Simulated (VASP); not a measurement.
Input of a VASP 6.6.1 run:

The input INCAR:

```
PREC = Accurate
ENCUT = 600
EDIFF = 1E-6
ISMEAR = -1
SIGMA = 0.08617333262145177
LREAL = F
LASPH = T
NELM = 120
ALGO = Normal
ISIF = 2
LWAVE = F
LCHARG = F
GGA = PE
NBANDS = 18
GGA_COMPAT = F
```

KPOINTS

```
regular mesh
0
Gamma
  6 6 6
```

The input POSCAR:

```
ZnCu
1.0
    2.9205539200      0.0000000000      0.0000000000
    0.0000000000      2.9205539200      0.0000000000
    0.0000000000      0.0000000000      2.9205539200
Zn Cu
1 1
Direct
    0.5000000000      0.5000000000      0.5000000000
    0.0000000000      0.0000000000      0.0000000000
```

Potentials or basis: VASP PAW PBE potentials, release 64 (Zn, Cu).

Run with:

```console
$ cat potpaw_PBE.64/Zn/POTCAR potpaw_PBE.64/Cu/POTCAR > POTCAR
$ mpirun -np 1 vasp_std > vasp.out
```

Estimate the pressure.

6.7 GPa.
